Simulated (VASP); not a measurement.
# Fe (Im-3m) in VASP: notebook, part 2 of 2

VASP 6.6.1. Earlier steps stand in the parts before.

## (4) Single point, PBE, collinear spin, ferromagnetic start

This run uses another cell than the first one, of 12.02 Å³/atom, 1.059 times its volume.

Contents of INCAR:

```
PREC = Accurate ; ENCUT = 520
EDIFF = 1E-6 ; ISMEAR = 0
SIGMA = 0.1 ; LREAL = F
LASPH = T ; NELM = 150
ALGO = Fast ; ISIF = 2
LWAVE = F ; LCHARG = T
ISPIN = 2 ; MAGMOM = 2.44
LORBIT = 11 ; LMAXMIX = 4
GGA = PE ; LELF = T
LVHAR = T ; NBANDS = 14
```

Contents of KPOINTS:

```
Automatic mesh
0
Gamma
  20 20 20
```

Contents of POSCAR:

```
Fe
1.0
   -1.4430000000      1.4430000000      1.4430000000
    1.4430000000     -1.4430000000      1.4430000000
    1.4430000000      1.4430000000     -1.4430000000
Fe
1
Direct
    0.0000000000      0.0000000000      0.0000000000
```

Potentials or basis: VASP PAW PBE potentials, release 64 (Fe).

Started as:

```console
$ cat potpaw_PBE.64/Fe/POTCAR > POTCAR
$ mpirun -np 1 vasp_std > vasp.out
```

OUTCAR:

```text
PREC = Accurate
   ENCUT = 520
   EDIFF = 1E-6
   ISMEAR = 0
   LREAL = F
   LASPH = T
   NELM = 150
   ISIF = 2
   ISPIN = 2
   LORBIT = 11
   GGA = PE

 ion  position               nearest neighbor table
   1  0.000  0.000  0.000-

  LATTYP: Found a body centered cubic cell.
 ALAT       =     2.8860000000

  Lattice vectors:

 A1 = (  -1.4430000000,   1.4430000000,   1.4430000000)
 A2 = (   1.4430000000,  -1.4430000000,   1.4430000000)
 A3 = (   1.4430000000,   1.4430000000,  -1.4430000000)

Analysis of symmetry for initial positions (statically):
=====================================================================
 Subroutine PRICEL returns:
 Original cell was already a primitive cell.

 Routine SETGRP: Setting up the symmetry group for a
 body centered cubic supercell.

 Subroutine GETGRP returns: Found 48 space group operations
 (whereof 48 operations were pure point group operations)
 out of a pool of 48 trial point group operations.

The static configuration has the point symmetry O_h .

Analysis of symmetry for dynamics (positions and initial velocities):
=====================================================================
 Subroutine PRICEL returns:
 Original cell was already a primitive cell.

 Routine SETGRP: Setting up the symmetry group for a
 body centered cubic supercell.

 Subroutine GETGRP returns: Found 48 space group operations
 (whereof 48 operations were pure point group operations)
 out of a pool of 48 trial point group operations.

The dynamic configuration has the point symmetry O_h .

Analysis of structural, dynamic, and magnetic symmetry:
=====================================================================
 Subroutine PRICEL returns:
 Original cell was already a primitive cell.

 Routine SETGRP: Setting up the symmetry group for a
 body centered cubic supercell.

 Subroutine GETGRP returns: Found 48 space group operations
 (whereof 48 operations were pure point group operations)
 out of a pool of 48 trial point group operations.

The overall configuration has the point symmetry O_h .

 Subroutine INISYM returns: Found 48 space group operations
 (whereof 48 operations are pure point group operations),
[... 154 lines left out ...]
      1      -2.8414      1.00000
      2       3.0483      1.00000
      3       3.0483      1.00000
      4       3.0483      1.00000
      5       4.1593      1.00000
      6       4.1593      1.00000
      7      29.7352      0.00000
      8      29.7352      0.00000
      9      29.7352      0.00000
     10      34.4662      0.00000
     11      34.4662      0.00000
     12      36.5379      0.00000
     13      36.5583      0.00000
     14      36.5591      0.00000
[... 379 lines left out ...]
      3       2.8170      1.00000
      4       4.0058      1.00000
      5       4.3378      1.00000
      6       4.9050      1.00000
      7      18.3693      0.00000
      8      22.7995      0.00000
      9      26.0313      0.00000
     10      29.5944      0.00000
     11      33.6998      0.00000
     12      35.1901      0.00000
     13      40.7923      0.00000
     14      42.7145      0.00000

 [... further k-points ...]

 spin component 2

 k-point     1 :       0.0000    0.0000    0.0000
  band No.  band energies     occupation
      1      -2.6874      1.00000
      2       5.0633      0.98822
      3       5.0634      0.98816
      4       5.0634      0.98816
      5       6.9813      0.00000
      6       6.9814      0.00000
      7      29.4501      0.00000
      8      29.4501      0.00000
      9      29.4501      0.00000
     10      34.6290      0.00000
     11      34.6290      0.00000
     12      37.7099      0.00000
     13      37.7100      0.00000
     14      37.7100      0.00000
[... 379 lines left out ...]
      3       4.5200      1.00000
      4       6.6028      0.00000
      5       6.9762      0.00000
      6       7.2124      0.00000
      7      19.1214      0.00000
      8      23.2069      0.00000
      9      26.5908      0.00000
     10      29.8066      0.00000
     11      34.1980      0.00000
     12      35.5059      0.00000
     13      41.0026      0.00000
     14      43.1486      0.00000

 [... further k-points ...]
[... 5 lines left out ...]
  --------------------------------------------------------------------------------------
  -------------------------------------------------------------------------------------
  Total       -0.7054247     -0.7054247     -0.7054247      0.0000000      0.0000000      0.0000000
  in kB      -94.0377524    -94.0377524    -94.0377524      0.0000000      0.0000000      0.0000000
  external PRESSURE =     -94.0377524 kB  Pullay stress =       0.0000000 kB

 VOLUME and BASIS-vectors are now :
 -----------------------------------------------------------------------------
  energy-cutoff  :      520.00
  volume of cell :       12.02
      direct lattice vectors                 reciprocal lattice vectors
    -1.443000000  1.443000000  1.443000000     0.000000000  0.346500347  0.346500347
     1.443000000 -1.443000000  1.443000000     0.346500347  0.000000000  0.346500347
     1.443000000  1.443000000 -1.443000000     0.346500347  0.346500347  0.000000000

 POSITION                                       TOTAL-FORCE (eV/Angst)
 -----------------------------------------------------------------------------------
      0.00000      0.00000      0.00000        -0.000000      0.000000      0.000000
 -----------------------------------------------------------------------------------
    total drift:                                0.000000     -0.000000     -0.000000

  FREE ENERGIE OF THE ION-ELECTRON SYSTEM (eV)
  ---------------------------------------------------
  free  energy   TOTEN  =        -8.2248231227 eV

  energy  without entropy=       -8.2197665405  energy(sigma->0) =       -8.22229483

 total charge

# of ion       s       p       d       tot
------------------------------------------
    1        0.464   0.491   6.203   7.158

 magnetization (x)

# of ion       s       p       d       tot
------------------------------------------
    1       -0.014  -0.055   2.361   2.292
```

It took 55 s on 1 thread of AMD EPYC 9R45 (Zen 5), shared host; peak memory 0.15 GiB.

Results:

| Item | Value |
| --- | --- |
| Free energy | -8.2248 eV |
| Pressure | -9.4 GPa |
| Net moment | 2.29 μB per cell |
| Site moments | Fe +2.29 μB |
| Valence electrons inside the program's atomic spheres | Fe 7.16 |

## (5) Overview

| cell | gap on the mesh (eV) | pressure (GPa) | moment (μB) |
| --- | --- | --- | --- |
| a = 2.452 Å, angles 109.5°, 1 atom | none | 0.0 | 2.20 |
| a = 2.477 Å, angles 109.5°, 1 atom | none | -5.3 | 2.24 |
| a = 2.499 Å, angles 109.5°, 1 atom | none | -9.4 | 2.29 |

Alike in all rows: task single point; level PBE; potentials or basis VASP PAW PBE potentials, release 64 (Fe); spin collinear, ferromagnetic start; k mesh 20 × 20 × 20; cutoff (eV) 520; smearing gaussian 0.1 eV.

Total energies depend on the potentials used, so only differences within one code and one set of settings carry meaning.
